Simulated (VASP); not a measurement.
# Zn (P6_3/mmc) in VASP: further runs

Runs on Zn. Level: r2SCAN. Tasks: single point.

Program: VASP 6.6.1. These are calculated values, not measurements. Logs are shortened: lines on timing, memory, paths and dates and some standing lists are left out, and cuts for length are marked.

**1. The cell of the first run**

Symmetry: P6_3/mmc, No. 194, hexagonal system. The conventional cell has a = 2.523 Å, b = 2.523 Å, c = 4.759 Å, α = 90.00°, β = 90.00°, γ = 120.00°. Within 3.3 Å of Zn (site symmetry -6m2) lie 12 Zn at 2.52 to 2.79 Å.

**2. Single point, r2SCAN**

Input file POSCAR:

```
Zn
1.0
    1.2617050000      2.1853360000      0.0000000000
   -1.2617050000      2.1853360000      0.0000000000
    0.0000000000      0.0000000000      4.7588380000
Zn
2
Direct
    0.3333300000      0.3333400000      0.2500000000
    0.6666600000      0.6666700000      0.7500000000
```

Input file INCAR.step1:

```
ALGO     = Normal         # electronic algorithm
EDIFF    = 1E-4           # SCF threshold, eV
ENCUT    = 520            # plane-wave cutoff, eV
GGA      = PE             # functional
ISMEAR   = -1             # smearing method
LASPH    = T              # aspherical terms in the spheres
LCHARG   = F              # write CHGCAR
LREAL    = F              # projectors in reciprocal space
LWAVE    = T              # write WAVECAR
NBANDS   = 19             # bands
NELM     = 60             # most SCF steps
PREC     = Accurate       # precision mode
SIGMA    = 0.1            # smearing width, eV
```

Input file INCAR.step2:

```
ALGO     = Normal         # electronic algorithm
EDIFF    = 1E-6           # SCF threshold, eV
ENCUT    = 520            # plane-wave cutoff, eV
ISIF     = 2              # what is computed and relaxed
ISMEAR   = -1             # smearing method
ISTART   = 1            
LASPH    = T              # aspherical terms in the spheres
LCHARG   = F              # write CHGCAR
LMIXTAU  = T            
LREAL    = F              # projectors in reciprocal space
LWAVE    = F              # write WAVECAR
METAGGA  = R2SCAN         # meta-GGA
NBANDS   = 19             # bands
NELM     = 60             # most SCF steps
PREC     = Accurate       # precision mode
SIGMA    = 0.1            # smearing width, eV
```

Input file KPOINTS:

```
k-points
0
Gamma
  8 8 4
```

Potentials or basis: VASP PAW PBE potentials, release 64 (Zn).

Run with:

```sh
cat potpaw_PBE.64/Zn/POTCAR > POTCAR
cp INCAR.step1 INCAR
mpirun -np 1 vasp_std > vasp.out
cp INCAR.step2 INCAR
mpirun -np 1 vasp_std > vasp.out
```

OUTCAR:

```text
EDIFF = 1E-6
   ENCUT = 520
   ISIF = 2
   ISMEAR = -1
   ISTART = 1
   LASPH = T
   LREAL = F
   METAGGA = R2SCAN
   NELM = 60
   PREC = Accurate

 ion  position               nearest neighbor table
   1  0.333  0.333  0.250-   2 2.79   2 2.79   2 2.79   2 2.79   2 2.79   2 2.79
   2  0.667  0.667  0.750-   1 2.79   1 2.79   1 2.79   1 2.79   1 2.79   1 2.79

  LATTYP: Found a hexagonal cell.
 ALAT       =     2.5234089918
 C/A-ratio  =     1.8858766119

  Lattice vectors:

 A1 = (   1.2617050000,  -2.1853360000,   0.0000000000)
 A2 = (   1.2617050000,   2.1853360000,   0.0000000000)
 A3 = (   0.0000000000,   0.0000000000,   4.7588380000)

Analysis of symmetry for initial positions (statically):
=====================================================================
 Subroutine PRICEL returns:
 Original cell was already a primitive cell.

 Routine SETGRP: Setting up the symmetry group for a
 hexagonal supercell.

 Subroutine GETGRP returns: Found  8 space group operations
 (whereof  2 operations were pure point group operations)
 out of a pool of 24 trial point group operations.

The static configuration has the point symmetry C_2 .
 The point group associated with its full space group is D_2h.

Analysis of symmetry for dynamics (positions and initial velocities):
=====================================================================
 Subroutine PRICEL returns:
 Original cell was already a primitive cell.

 Routine SETGRP: Setting up the symmetry group for a
 hexagonal supercell.

 Subroutine GETGRP returns: Found  8 space group operations
 (whereof  2 operations were pure point group operations)
 out of a pool of 24 trial point group operations.

The dynamic configuration has the point symmetry C_2 .
 The point group associated with its full space group is D_2h.

 Subroutine INISYM returns: Found  8 space group operations
 (whereof  2 operations are pure point group operations),
 and found     1 'primitive' translations

----------------------------------------------------------------------------------------

                                     Primitive cell

  volume of cell :      26.2426

  direct lattice vectors                    reciprocal lattice vectors
     1.261705000  2.185336000  0.000000000     0.396289148  0.228797768  0.000000000
    -1.261705000  2.185336000  0.000000000    -0.396289148  0.228797768  0.000000000
     0.000000000  0.000000000  4.758838000     0.000000000  0.000000000  0.210135331

  length of vectors
     2.523408992  2.523408992  4.758838000     0.457595354  0.457595354  0.210135331

  position of ions in fractional coordinates (direct lattice)
     0.333330000  0.333340000  0.250000000
     0.666660000  0.666670000  0.750000000

  ion indices of the primitive-cell ions
   primitive index   ion index
                 1           1
                 2           2

----------------------------------------------------------------------------------------

 KPOINTS: k-points

Automatic generation of k-mesh.
 Grid dimensions read from file:
 generate k-points for:    8    8    4

 Generating k-lattice:

  Cartesian coordinates                     Fractional coordinates (reciprocal lattice)
     0.049536144  0.028599721  0.000000000     0.125000000 -0.000000000  0.000000000
    -0.049536144  0.028599721  0.000000000    -0.000000000  0.125000000  0.000000000
     0.000000000  0.000000000  0.052533833     0.000000000  0.000000000  0.250000000

  Length of vectors
     0.057199419  0.057199419  0.052533833

  Shift w.r.t. Gamma in fractional coordinates (k-lattice)
     0.000000000  0.000000000  0.000000000

 Subroutine IBZKPT returns following result:
 ===========================================

 Found     63 irreducible k-points:

 Following reciprocal coordinates:
            Coordinates               Weight
  0.000000  0.000000  0.000000      1.000000
  0.125000  0.000000  0.000000      4.000000
  0.125000  0.125000  0.000000      2.000000
  0.250000  0.000000  0.000000      4.000000
  0.250000  0.250000  0.000000      2.000000
  0.375000  0.000000  0.000000      4.000000
[... 16 lines left out ...]
  0.125000  0.000000  0.250000      8.000000
  0.125000  0.125000  0.250000      4.000000
 [... further k-points ...]
   k-points           NKPTS =     63   k-points in BZ     NKDIM =     63   number of bands    NBANDS=     19
   number of dos      NEDOS =    301   number of ions     NIONS =      2
   total plane-waves  NPLWV =  14400
   dimension x,y,z NGX =    20 NGY =   20 NGZ =   36
   dimension x,y,z NGXF=    40 NGYF=   40 NGZF=   72
   ions per type =               2
   NGX,Y,Z   is equivalent  to a cutoff of  13.18, 13.18, 12.58 a.u.
   NGXF,Y,Z  is equivalent  to a cutoff of  26.35, 26.35, 25.15 a.u.
 SYSTEM =  unknown system
   PREC   = accura    normal or accurate (medium, high low for compatibility)
   ISTART =      1    job   : 0-new  1-cont  2-samecut
   ICHARG =      0    charge: 1-file 2-atom 10-const
   ISPIN  =      1    spin polarized calculation?
   LNONCOLLINEAR =      F non collinear calculations
   LSORBIT =      F    spin-orbit coupling
   LASPH  =      T    aspherical Exc in radial PAW
   ENCUT  =  520.0 eV  38.22 Ry    6.18 a.u.   4.69  4.69  8.85*2*pi/ulx,y,z
   NELM   =     60;   NELMIN=  2; NELMDL=  0     # of ELM steps
   EDIFF  = 0.1E-05   stopping-criterion for ELM
   LREAL  =      F    real-space projection
   EDIFFG = 0.1E-04   stopping-criterion for IOM
   NSW    =      0    number of steps for IOM
   IBRION =     -1    ionic relax: 0-MD 1-quasi-New 2-CG
   NFREE  =      0    steps in history (QN), initial steepest desc. (CG)
   ISIF   =      2    stress and relaxation
   ISYM   =      2    0-nonsym 1-usesym 2-fastsym
   POTIM  = 0.5000    time-step for ionic-motion
   TEBEG  =    0.0;   TEEND  =   0.0 temperature during run
   PSTRESS=    0.0 pullay stress
   NELECT =      24.0000    total number of electrons
   NUPDOWN=      -1.0000    fix difference up-down
   EMIN   =  10.00;   EMAX   =-10.00  energy-range for DOS
   EFERMI =   0.00;   METHOD = LEGACY
   ISMEAR =    -1;   SIGMA  =   0.10  broadening in eV -4-tet -1-fermi 0-gaus
   EFERMI_NEDOS =   21; number of points for ismear=-14 and -15
   IALGO  =     38    algorithm
   IMIX   =      4    mixing-type and parameters
     AMIX     =   0.40;   BMIX     =  1.00
     AMIX_MAG =   1.60;   BMIX_MAG =  1.00
  volume/ion in A,a.u.               =      13.12        88.55
  Fermi-wavevector in a.u.,A,eV,Ry     =   1.589070  3.002906 34.356646  2.525142
  Thomas-Fermi vector in A             =   2.687976
   LORBIT       =      0    0 simple, 1 ext, 2 COOP (PROOUT), +10 PAW based schemes
   METAGGA = R2SCAN    functional components
   LHFCALC =     F    Hartree Fock is set to
   AEXX    =    0.0000 exact exchange contribution
   IVDW    =     0    specifies the selected vdW correction
   LEPSILON=     F    determine dielectric tensor
   LRPA    =     F    only Hartree local field effects (RPA)
 non-spin polarized calculation
  energy-cutoff  :      520.00
  volume of cell :       26.24
 maximum number of plane-waves:       738
   NGX =  9   NGY =  9   NGZ = 17

 number of electron      24.0000013 magnetization

 Free energy of the ion-electron system (eV)
  ---------------------------------------------------
  ext. energy  EPLUGINS =         0.00000000
  ---------------------------------------------------
  free energy    TOTEN  =       -17.66649341 eV

  energy without entropy =      -17.64817321  energy(sigma->0) =      -17.65733331

 E-fermi :   3.9094     XC(G=0): -13.5373

 val. band max:        3.8289702152   @ k =   0.3750   0.0000   0.0000
 cond. band min:       3.9624621388   @ k =   0.3750  -0.3750   0.5000
 fundamental gap:      0.1334919236
 Fermi energy:         3.9093897403

 k-point     1 :       0.0000    0.0000    0.0000
  band No.  band energies     occupation
      1      -8.0415      2.00000
      2      -5.6758      2.00000
      3      -4.6720      2.00000
      4      -4.3141      2.00000
      5      -4.3140      2.00000
      6      -4.2500      2.00000
[... 11 lines left out ...]
     18      25.7859      0.00000
     19      26.5410      0.00000

 k-point     2 :       0.1250    0.0000    0.0000
  band No.  band energies     occupation
      1      -7.5038      2.00000
      2      -5.4230      2.00000
      3      -4.6137      2.00000
      4      -4.3761      2.00000
      5      -4.3040      2.00000
      6      -4.1718      2.00000
[... 11 lines left out ...]
     18      23.6148      0.00000
     19      25.7375      0.00000

 k-point     3 :       0.1250    0.1250    0.0000
  band No.  band energies     occupation
      1      -7.5038      2.00000
      2      -5.4230      2.00000
      3      -4.6137      2.00000
      4      -4.3762      2.00000
      5      -4.3041      2.00000
      6      -4.1716      2.00000
[... 11 lines left out ...]
     18      23.6148      0.00000
     19      25.7375      0.00000

 k-point     4 :       0.2500    0.0000    0.0000
  band No.  band energies     occupation
      1      -6.0855      2.00000
      2      -5.0898      2.00000
      3      -4.5630      2.00000
      4      -4.5077      2.00000
      5      -4.4296      2.00000
      6      -4.0823      2.00000
[... 11 lines left out ...]
     18      22.0105      0.00000
     19      22.0544      0.00000

 k-point     5 :       0.2500    0.2500    0.0000
  band No.  band energies     occupation
      1      -6.0855      2.00000
      2      -5.0899      2.00000
      3      -4.5630      2.00000
      4      -4.5078      2.00000
      5      -4.4296      2.00000
      6      -4.0823      2.00000
[... 11 lines left out ...]
     18      22.0105      0.00000
     19      22.0543      0.00000

 k-point     6 :       0.3750    0.0000    0.0000
  band No.  band energies     occupation
      1      -5.3246      2.00000
      2      -5.2004      2.00000
      3      -4.9221      2.00000
      4      -4.3024      2.00000
      5      -4.2707      2.00000
      6      -4.0701      2.00000
[... 11 lines left out ...]
     18      21.0915      0.00000
     19      23.2155      0.00000

 k-point     7 :       0.3750    0.3750    0.0000
  band No.  band energies     occupation
      1      -5.3247      2.00000
      2      -5.2005      2.00000
      3      -4.9221      2.00000
      4      -4.3023      2.00000
      5      -4.2707      2.00000
      6      -4.0702      2.00000
[... 11 lines left out ...]
     18      21.0915      0.00000
     19      23.2153      0.00000

 k-point     8 :       0.5000    0.0000    0.0000
  band No.  band energies     occupation
      1      -5.3555      2.00000
      2      -5.2576      2.00000
      3      -5.0368      2.00000
      4      -4.3930      2.00000
      5      -4.1471      2.00000
      6      -4.1111      2.00000
[... 256 lines left out ...]
 k-point    20 :      -0.3750    0.2500    0.0000
  band No.  band energies     occupation
      1      -4.8561      2.00000
      2      -4.8173      2.00000
      3      -4.6965      2.00000
      4      -4.3572      2.00000
      5      -4.3389      2.00000
      6      -4.3003      2.00000
[... 11 lines left out ...]
     18      14.1543      0.00000
     19      15.1953      0.00000

 k-point    21 :       0.3750   -0.3750    0.0000
  band No.  band energies     occupation
      1      -4.8561      2.00000
      2      -4.8175      2.00000
      3      -4.6965      2.00000
      4      -4.3572      2.00000
      5      -4.3389      2.00000
      6      -4.3002      2.00000
[... 11 lines left out ...]
     18      14.1542      0.00000
     19      15.1953      0.00000

 k-point    22 :       0.0000    0.0000    0.2500
  band No.  band energies     occupation
      1      -7.6202      2.00000
      2      -5.7957      2.00000
      3      -4.6592      2.00000
      4      -4.3164      2.00000
      5      -4.3162      2.00000
      6      -4.2690      2.00000
[... 11 lines left out ...]
     18      26.7790      0.00000
     19      26.7794      0.00000

 k-point    23 :       0.1250    0.0000    0.2500
  band No.  band energies     occupation
      1      -7.0948      2.00000
      2      -5.4891      2.00000
      3      -4.6146      2.00000
      4      -4.3976      2.00000
      5      -4.3506      2.00000
      6      -4.1787      2.00000
[... 11 lines left out ...]
     18      24.1968      0.00000
     19      25.9966      0.00000

 k-point    24 :       0.1250    0.1250    0.2500
  band No.  band energies     occupation
      1      -7.0948      2.00000
      2      -5.4892      2.00000
      3      -4.6146      2.00000
      4      -4.3977      2.00000
      5      -4.3507      2.00000
      6      -4.1786      2.00000
[... 11 lines left out ...]
     18      24.1968      0.00000
     19      25.9965      0.00000

 [... further k-points ...]
[... 5 lines left out ...]
  --------------------------------------------------------------------------------------
  -------------------------------------------------------------------------------------
  Total        2.7678220      2.7653941      0.5786187     -0.0000000     -0.0000000      0.0000000
  in kB      168.9825156    168.8342910     35.3261307     -0.0000000     -0.0000000      0.0000000
  external PRESSURE =     124.3809791 kB  Pullay stress =       0.0000000 kB

 VOLUME and BASIS-vectors are now :
 -----------------------------------------------------------------------------
  energy-cutoff  :      520.00
  volume of cell :       26.24
      direct lattice vectors                 reciprocal lattice vectors
     1.261705000  2.185336000  0.000000000     0.396289148  0.228797768  0.000000000
    -1.261705000  2.185336000  0.000000000    -0.396289148  0.228797768  0.000000000
     0.000000000  0.000000000  4.758838000     0.000000000  0.000000000  0.210135331

 POSITION                                       TOTAL-FORCE (eV/Angst)
 -----------------------------------------------------------------------------------
     -0.00001      1.45690      1.18971         0.000000      0.000111      0.000000
     -0.00001      2.91377      3.56913         0.000000     -0.000111     -0.000000
 -----------------------------------------------------------------------------------
    total drift:                                0.000004      0.000000     -0.000000

  FREE ENERGIE OF THE ION-ELECTRON SYSTEM (eV)
  ---------------------------------------------------
  free  energy   TOTEN  =       -17.6664934132 eV

  energy  without entropy=      -17.6481732080  energy(sigma->0) =      -17.65733331
```

Run time: 66 s. Hardware: 1 thread of Intel Xeon Platinum 8488C (Sapphire Rapids), shared host; peak memory 0.15 GiB.

Results:

| Property | Result |
| --- | --- |
| Free energy | -17.6665 eV |
| Pressure | 12.4 GPa |
| Band gap on the k mesh | zero (band 12 reaches 5.48 eV, above the bottom of band 13 at 0.92 eV) |

Stress tensor (GPa, compression positive):
```
16.90  0.00  0.00
 0.00 16.88  0.00
 0.00  0.00  3.53
```

Levels at points of the mesh, in eV from the Fermi level:
| k point | band 8 | band 9 | band 10 | band 11 | band 12 | band 13 | band 14 | band 15 | band 16 | band 17 |
| --- | --- | --- | --- | --- | --- | --- | --- | --- | --- | --- |
| (0.00, 0.00, 0.00) | -7.71 | -7.71 | -7.46 | -7.45 | -4.50 | -2.99 | 15.39 | 19.28 | 21.13 | 21.13 |
| (0.50, 0.00, 0.00) | -7.48 | -7.19 | -7.16 | -3.24 | -2.05 | 3.36 | 4.13 | 5.54 | 6.49 | 12.25 |
| (0.50, 0.50, 0.00) | -7.48 | -7.19 | -7.16 | -3.24 | -2.05 | 3.36 | 4.13 | 5.54 | 6.49 | 12.25 |
| (0.00, 0.00, 0.50) | -8.21 | -7.56 | -7.56 | -7.56 | -7.56 | 5.20 | 5.20 | 22.36 | 22.36 | 22.70 |
| (0.50, 0.00, 0.50) | -7.51 | -7.17 | -7.17 | -2.26 | -2.26 | 0.89 | 0.89 | 11.78 | 11.78 | 14.35 |
| (0.50, 0.50, 0.50) | -7.51 | -7.17 | -7.17 | -2.26 | -2.26 | 0.89 | 0.89 | 11.78 | 11.78 | 14.35 |

Caveat: the PAW data sets were made with another functional, which shifts forces and pressure a little.

(Continued in part 2 of 2.)
